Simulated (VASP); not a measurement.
# Mg2C in VASP: notebook

The runs below take Mg2C through single point, with PBE.

Everything below comes from runs of VASP 6.6.1. Logs are shortened: lines on timing, memory, paths and dates and some standing lists are left out, and cuts for length are marked.

**1. The cell of the first run**

Symmetry: Pmmm, No. 47, orthorhombic system. Conventional cell: a = 3.175 Å, b = 3.450 Å, c = 4.293 Å, α = 90.00°, β = 90.00°, γ = 90.00°. Mg (site symmetry mmm) has 2 C at 2.15 Å within 2.8 Å. Within 3.2 Å of Mg (site symmetry mmm) lie 4 C at 2.34 Å and 10 Mg at 3.18 Å. Within 2.8 Å of C (site symmetry mmm) lie 6 Mg at 2.15 to 2.34 Å.

**2. Single point, PBE**

The input, INCAR:

```
SYSTEM = Mg2C
ALGO = Normal ; EDIFF = 1E-7
ENCUT = 520 ; GGA = PE
ISIF = 2 ; ISMEAR = 0
LASPH = .TRUE. ; LCHARG = .FALSE.
LREAL = .FALSE. ; LWAVE = .FALSE.
NBANDS = 11 ; NELM = 100
PREC = Accurate ; SIGMA = 0.1
```

The input, KPOINTS:

```
k-points
0
G
  6 6 4
  0 0 0
```

The input, POSCAR:

```
Mg2C
1.0
    3.1750404167      0.0000000000      0.0000000000
    0.0000000000      3.4504726425      0.0000000000
    0.0000000000      0.0000000000      4.2934057785
Mg C
2 1
Direct
    0.5000000000      0.0000000000      0.0000000000
    0.0000000000      0.5000000000      0.5000000000
    0.5000000000      0.0000000000      0.5000000000
```

Potentials or basis: VASP PAW PBE potentials, release 64 (Mg, C).

Started as:

```console
cat potpaw_PBE.64/Mg/POTCAR potpaw_PBE.64/C/POTCAR > POTCAR
mpirun -np 1 vasp_std > vasp.out
```

OUTCAR:

```text
SYSTEM = Mg2C
   EDIFF = 1E-7
   ENCUT = 520
   GGA = PE
   ISIF = 2
   ISMEAR = 0
   LASPH = .TRUE.
   LREAL = .FALSE.
   NELM = 100
   PREC = Accurate

 ion  position               nearest neighbor table
   1  0.500  0.000  0.000-   3 2.15   3 2.15   2 3.18   2 3.18   2 3.18   2 3.18   2 3.18   2 3.18
                             2 3.18   2 3.18
   2  0.000  0.500  0.500-   3 2.34   3 2.34   3 2.34   3 2.34   1 3.18   1 3.18   1 3.18   1 3.18
                             1 3.18   1 3.18   1 3.18   1 3.18
   3  0.500  0.000  0.500-   1 2.15   1 2.15   2 2.34   2 2.34   2 2.34   2 2.34

  LATTYP: Found a simple orthorhombic cell.
 ALAT       =     3.1750404167
 B/A-ratio  =     1.0867492030
 C/A-ratio  =     1.3522365750

  Lattice vectors:

 A1 = (   3.1750404167,   0.0000000000,   0.0000000000)
 A2 = (   0.0000000000,   3.4504726425,   0.0000000000)
 A3 = (   0.0000000000,   0.0000000000,   4.2934057785)

Analysis of symmetry for initial positions (statically):
=====================================================================
 Subroutine PRICEL returns:
 Original cell was already a primitive cell.

 Routine SETGRP: Setting up the symmetry group for a
 simple orthorhombic supercell.

 Subroutine GETGRP returns: Found  8 space group operations
 (whereof  8 operations were pure point group operations)
 out of a pool of  8 trial point group operations.

The static configuration has the point symmetry D_2h.

Analysis of symmetry for dynamics (positions and initial velocities):
=====================================================================
 Subroutine PRICEL returns:
 Original cell was already a primitive cell.

 Routine SETGRP: Setting up the symmetry group for a
 simple orthorhombic supercell.

 Subroutine GETGRP returns: Found  8 space group operations
 (whereof  8 operations were pure point group operations)
 out of a pool of  8 trial point group operations.

The dynamic configuration has the point symmetry D_2h.

 Subroutine INISYM returns: Found  8 space group operations
 (whereof  8 operations are pure point group operations),
 and found     1 'primitive' translations

----------------------------------------------------------------------------------------

                                     Primitive cell

  volume of cell :      47.0359

  direct lattice vectors                    reciprocal lattice vectors
     3.175040417  0.000000000  0.000000000     0.314956621  0.000000000  0.000000000
     0.000000000  3.450472642  0.000000000     0.000000000  0.289815368  0.000000000
     0.000000000  0.000000000  4.293405779     0.000000000  0.000000000  0.232915324

  length of vectors
     3.175040417  3.450472642  4.293405779     0.314956621  0.289815368  0.232915324

  position of ions in fractional coordinates (direct lattice)
     0.500000000  0.000000000  0.000000000
     0.000000000  0.500000000  0.500000000
     0.500000000  0.000000000  0.500000000

  ion indices of the primitive-cell ions
   primitive index   ion index
                 1           1
                 2           2
                 3           3

----------------------------------------------------------------------------------------

 KPOINTS: k-points

Automatic generation of k-mesh.
 Grid dimensions read from file:
 generate k-points for:    6    6    4

 Generating k-lattice:

  Cartesian coordinates                     Fractional coordinates (reciprocal lattice)
     0.052492770  0.000000000  0.000000000     0.166666667  0.000000000  0.000000000
     0.000000000  0.048302561  0.000000000     0.000000000  0.166666667  0.000000000
     0.000000000  0.000000000  0.058228831     0.000000000  0.000000000  0.250000000

  Length of vectors
     0.052492770  0.048302561  0.058228831

  Shift w.r.t. Gamma in fractional coordinates (k-lattice)
     0.000000000  0.000000000  0.000000000

 Subroutine IBZKPT returns following result:
 ===========================================

 Found     48 irreducible k-points:

 Following reciprocal coordinates:
            Coordinates               Weight
  0.000000  0.000000  0.000000      1.000000
  0.166667  0.000000  0.000000      2.000000
  0.333333  0.000000  0.000000      2.000000
  0.500000  0.000000  0.000000      1.000000
  0.000000  0.166667  0.000000      2.000000
  0.166667  0.166667  0.000000      4.000000
[... 16 lines left out ...]
  0.333333  0.166667  0.250000      8.000000
  0.500000  0.166667  0.250000      4.000000
 [... further k-points ...]
   k-points           NKPTS =     48   k-points in BZ     NKDIM =     48   number of bands    NBANDS=     11
   number of dos      NEDOS =    301   number of ions     NIONS =      3
   total plane-waves  NPLWV =  21504
   dimension x,y,z NGX =    24 NGY =   28 NGZ =   32
   dimension x,y,z NGXF=    48 NGYF=   56 NGZF=   64
   ions per type =               2   1
   NGX,Y,Z   is equivalent  to a cutoff of  12.57, 13.49, 12.39 a.u.
   NGXF,Y,Z  is equivalent  to a cutoff of  25.13, 26.98, 24.78 a.u.
 SYSTEM =  Mg2C
   PREC   = accura    normal or accurate (medium, high low for compatibility)
   ISTART =      0    job   : 0-new  1-cont  2-samecut
   ICHARG =      2    charge: 1-file 2-atom 10-const
   ISPIN  =      1    spin polarized calculation?
   LNONCOLLINEAR =      F non collinear calculations
   LSORBIT =      F    spin-orbit coupling
   LASPH  =      T    aspherical Exc in radial PAW
   ENCUT  =  520.0 eV  38.22 Ry    6.18 a.u.   5.90  6.42  7.98*2*pi/ulx,y,z
   NELM   =    100;   NELMIN=  2; NELMDL= -5     # of ELM steps
   EDIFF  = 0.1E-06   stopping-criterion for ELM
   LREAL  =      F    real-space projection
   EDIFFG = 0.1E-05   stopping-criterion for IOM
   NSW    =      0    number of steps for IOM
   IBRION =     -1    ionic relax: 0-MD 1-quasi-New 2-CG
   NFREE  =      0    steps in history (QN), initial steepest desc. (CG)
   ISIF   =      2    stress and relaxation
   ISYM   =      2    0-nonsym 1-usesym 2-fastsym
   POTIM  = 0.5000    time-step for ionic-motion
   TEBEG  =    0.0;   TEEND  =   0.0 temperature during run
   PSTRESS=    0.0 pullay stress
   NELECT =       8.0000    total number of electrons
   NUPDOWN=      -1.0000    fix difference up-down
   EMIN   =  10.00;   EMAX   =-10.00  energy-range for DOS
   EFERMI =   0.00;   METHOD = LEGACY
   ISMEAR =     0;   SIGMA  =   0.10  broadening in eV -4-tet -1-fermi 0-gaus
   EFERMI_NEDOS =   21; number of points for ismear=-14 and -15
   IALGO  =     38    algorithm
   IMIX   =      4    mixing-type and parameters
     AMIX     =   0.40;   BMIX     =  1.00
     AMIX_MAG =   1.60;   BMIX_MAG =  1.00
  volume/ion in A,a.u.               =      15.68       105.80
  Fermi-wavevector in a.u.,A,eV,Ry     =   0.907044  1.714064 11.193899  0.822728
  Thomas-Fermi vector in A             =   2.030804
   LORBIT       =      0    0 simple, 1 ext, 2 COOP (PROOUT), +10 PAW based schemes
   GGA     = PE    functional components
   LHFCALC =     F    Hartree Fock is set to
   AEXX    =    0.0000 exact exchange contribution
   IVDW    =     0    specifies the selected vdW correction
   LEPSILON=     F    determine dielectric tensor
   LRPA    =     F    only Hartree local field effects (RPA)
 non-spin polarized calculation
 Gauss-broadening in eV      SIGMA  =   0.10
  energy-cutoff  :      520.00
  volume of cell :       47.04
 maximum number of plane-waves:      1292
 NGX is ok and might be reduce to    24

 number of electron       8.0000000 magnetization

 Free energy of the ion-electron system (eV)
  ---------------------------------------------------
  ext. energy  EPLUGINS =         0.00000000
  ---------------------------------------------------
  free energy    TOTEN  =       -10.59608654 eV

  energy without entropy =      -10.58983095  energy(sigma->0) =      -10.59295875

 E-fermi :   3.3697     XC(G=0):  -9.3402

 val. band max:        3.3644271267   @ k =   0.3333   0.0000   0.2500
 cond. band min:       3.3872085658   @ k =   0.3333   0.0000   0.0000
 fundamental gap:      0.0227814392
 Fermi energy:         3.3696718649

 k-point     1 :       0.0000    0.0000    0.0000
  band No.  band energies     occupation
      1      -7.5996      2.00000
      2       0.5783      2.00000
      3       1.1228      2.00000
      4       2.8641      2.00000
      5       3.9362      0.00000
      6       8.2526      0.00000
      7      10.1917      0.00000
      8      10.3689      0.00000
      9      12.0893      0.00000
     10      13.9382      0.00000
     11      14.0400      0.00000

 k-point     2 :       0.1667    0.0000    0.0000
  band No.  band energies     occupation
      1      -7.3217      2.00000
      2       0.8218      2.00000
      3       0.9723      2.00000
      4       3.0045      2.00000
      5       3.0279      2.00000
      6       8.4982      0.00000
      7       9.7744      0.00000
      8      10.3327      0.00000
      9      12.0633      0.00000
     10      13.6718      0.00000
     11      14.3262      0.00000

 k-point     3 :       0.3333    0.0000    0.0000
  band No.  band energies     occupation
      1      -6.6183      2.00000
      2      -0.4829      2.00000
      3       1.4215      2.00000
      4       3.3179      1.53615
      5       3.3872      0.80413
      6       7.3056      0.00000
      7       8.1997      0.00000
      8      10.2690      0.00000
      9      11.7038      0.00000
     10      13.8038      0.00000
     11      14.2739      0.00000
[... 267 lines left out ...]
 k-point    23 :       0.3333    0.1667    0.2500
  band No.  band energies     occupation
      1      -6.2726      2.00000
      2      -0.2568      2.00000
      3       0.5992      2.00000
      4       2.2290      2.00000
      5       4.2315      0.00000
      6       6.8498      0.00000
      7       9.0820      0.00000
      8       9.3810      0.00000
      9      11.6615      0.00000
     10      13.3498      0.00000
     11      14.1497      0.00000

 k-point    24 :       0.5000    0.1667    0.2500
  band No.  band energies     occupation
      1      -5.8340      2.00000
      2      -0.8645      2.00000
      3       1.0268      2.00000
      4       2.5317      2.00000
      5       3.5063      0.05329
      6       6.5894      0.00000
      7       8.3287      0.00000
      8      10.5998      0.00000
      9      11.2912      0.00000
     10      12.5378      0.00000
     11      13.0745      0.00000

 [... further k-points ...]
[... 5 lines left out ...]
  --------------------------------------------------------------------------------------
  -------------------------------------------------------------------------------------
  Total       -0.1138308     -0.0421351     -0.0436463      0.0000000      0.0000000      0.0000000
  in kB       -3.8774005     -1.4352400     -1.4867159      0.0000000      0.0000000      0.0000000
  external PRESSURE =      -2.2664521 kB  Pullay stress =       0.0000000 kB

 VOLUME and BASIS-vectors are now :
 -----------------------------------------------------------------------------
  energy-cutoff  :      520.00
  volume of cell :       47.04
      direct lattice vectors                 reciprocal lattice vectors
     3.175040417  0.000000000  0.000000000     0.314956621  0.000000000  0.000000000
     0.000000000  3.450472642  0.000000000     0.000000000  0.289815368  0.000000000
     0.000000000  0.000000000  4.293405779     0.000000000  0.000000000  0.232915324

 POSITION                                       TOTAL-FORCE (eV/Angst)
 -----------------------------------------------------------------------------------
      1.58752      0.00000      0.00000         0.000000      0.000000      0.000000
      0.00000      1.72524      2.14670         0.000000      0.000000      0.000000
      1.58752      0.00000      2.14670         0.000000      0.000000      0.000000
 -----------------------------------------------------------------------------------
    total drift:                                0.000000     -0.000000     -0.000000

  FREE ENERGIE OF THE ION-ELECTRON SYSTEM (eV)
  ---------------------------------------------------
  free  energy   TOTEN  =       -10.5960865437 eV

  energy  without entropy=      -10.5898309469  energy(sigma->0) =      -10.59295875
```

Wall time 35 s (1 thread of Intel Xeon 8259CL, shared host); peak memory 0.17 GiB.

What came out:

```yaml
Free_energy: -10.5961 eV
Pressure: -0.2 GPa
Band_gap_on_the_k_mesh: zero (bands 4 and 5 overlap by 1.56 eV)
```

Caveat: the k points lie up to 0.37 Å⁻¹ apart, too coarse for converged energies and pressures of a metal.

**3. Single point, PBE**

This run uses another cell than the first one: it holds 6 atoms, not 3.

The input, INCAR:

```
ALGO = Normal ; EDIFF = 1E-7
ENCUT = 520 ; GGA = PE
ISIF = 2 ; ISMEAR = 0
LASPH = True ; LCHARG = False
LREAL = False ; LWAVE = False
NBANDS = 17 ; NELM = 80
PREC = Accurate ; SIGMA = 0.2
```

The input, KPOINTS:

```
k-points
0
Gamma
  6 6 4
```

The input, POSCAR:

```
Mg2C
1.0
    3.4504723775     -0.0012766212     -0.0004458815
   -0.0042086576      3.1750376080     -0.0003498319
   -0.0046128527     -0.0024682611      8.5868099632
Mg C
4 2
Direct
    1.0000004236     -0.0007494437     -0.0000107005
    0.9999659313      0.0001165381      0.5000018212
    0.4999952598      0.5004320512      0.2500033047
    0.5000533781      0.4996982521      0.7500103870
    0.0000054416      0.0007917941      0.2499991979
   -0.0000204345     -0.0002891917      0.7499959897
```

Potentials or basis: VASP PAW PBE potentials, release 64 (Mg, C).

Started as:

```console
cat potpaw_PBE.64/Mg/POTCAR potpaw_PBE.64/C/POTCAR > POTCAR
mpirun -np 1 vasp_std > vasp.out
```

Wall time 2.9 min (1 thread of Intel Xeon 8259CL, shared host); peak memory 0.26 GiB.

It converged, with:

| Item | Value |
| --- | --- |
| Free energy | -21.2229 eV |
| Pressure | -0.2 GPa |
| Largest force | 0.004 eV/Å |
| Band gap on the k mesh | zero (bands 8 and 9 overlap by 1.59 eV) |

Forces on the atoms (eV/Å):
```
Mg   0.000  0.004  0.001
Mg   0.000  0.000  0.000
Mg   0.000  0.000  0.000
Mg  -0.001  0.000 -0.001
C    0.000 -0.004  0.000
C    0.001  0.000  0.000
```

Levels at points of the mesh, in eV from the Fermi level:
| k point | band 5 | band 6 | band 7 | band 8 | band 9 | band 10 | band 11 | band 12 |
| --- | --- | --- | --- | --- | --- | --- | --- | --- |
| (0.00, 0.00, 0.00) | -2.27 | -0.51 | -0.35 | 0.57 | 0.66 | 1.89 | 3.41 | 4.86 |
| (0.50, 0.00, 0.00) | -3.81 | -1.88 | -1.81 | 0.85 | 0.89 | 1.14 | 1.58 | 3.47 |
| (0.00, 0.50, 0.00) | -3.29 | -1.56 | -1.42 | 0.12 | 0.19 | 1.61 | 1.73 | 3.92 |
| (0.50, 0.50, 0.00) | -2.95 | -2.72 | -1.88 | -0.86 | 0.44 | 1.17 | 1.48 | 1.83 |
| (0.00, 0.00, 0.50) | -0.43 | -0.43 | 0.06 | 0.06 | 0.61 | 0.61 | 4.78 | 4.78 |
| (0.50, 0.00, 0.50) | -3.02 | -3.02 | -0.43 | -0.43 | 0.87 | 0.87 | 2.68 | 2.68 |
| (0.00, 0.50, 0.50) | -2.56 | -2.56 | -0.13 | -0.13 | 0.15 | 0.15 | 2.91 | 2.91 |
| (0.50, 0.50, 0.50) | -2.99 | -2.99 | -1.40 | -1.40 | 0.91 | 0.91 | 2.26 | 2.26 |

(Part 1 of 2 ends here.)
